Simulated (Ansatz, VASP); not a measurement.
## LaP in VASP and in Ansatz

INCAR

```
SYSTEM = LaP
PREC = Accurate
ENCUT = 500
EDIFF = 1E-6
ISMEAR = 0
SIGMA = 0.1
LREAL = .False.
LASPH = .True.
NELM = 200
ALGO = Normal
ISIF = 2
LWAVE = .False.
LCHARG = .False.
GGA = CA
NBANDS = 15
GGA_COMPAT = .False.
LMAXMIX = 6
```

File KPOINTS:

```
regular mesh
0
Gamma
  6 6 6
  0 0 0
```

The input POSCAR:

```
LaP
1.0
    3.6371784700      0.0000000000      0.0000000000
    0.0000000000      3.6371784700      0.0000000000
    0.0000000000      0.0000000000      3.6371784700
La P
1 1
Direct
    0.0000000000      0.0000000000      0.0000000000
    0.5000000000      0.5000000000      0.5000000000
```

Input for Ansatz:

```yaml
crystal:
  lattice:
    - [3.63717847, 0.0, 0.0]
    - [0.0, 3.63717847, 0.0]
    - [0.0, 0.0, 3.63717847]
  atoms:
    - { symbol: La, position: [0.0, 0.0, 0.0] }
    - { symbol: P, position: [0.5, 0.5, 0.5] }
basis:
  ecutwfc: 420
kpoints:
  mp_grid: { grid: [6, 6, 6] }
hamiltonian:
  xc: lda
scf:
  occupations: { method: gaussian, width: 0.1 }
output:
  forces: true
  stress: true
  eigenvalues: true
```

Alike in both runs: task single point; functional LDA; k mesh 6 × 6 × 6; occupations gaussian, width 0.1 eV; no spin polarisation.

```csv
,VASP,Ansatz
version,VASP 6.6.1,Ansatz 0.2.0
potentials or method,"VASP PAW LDA potentials, release 64 (La, P), cutoff 500 eV","scalar-relativistic, plane waves, PAW"
valence electrons in the cell,16,16
```

```csv
,VASP,Ansatz,Ansatz less VASP
gap on the k mesh at the Fermi level (eV),none,none,-
pressure (GPa),-4.8,-4.7,+0.04
```

LDA's correlation is that of Perdew and Zunger in VASP and of Perdew and Wang (1992) in Ansatz. A gap of «none» marks a metal or a gap that the smearing closes.

Spin-orbit coupling is off throughout.
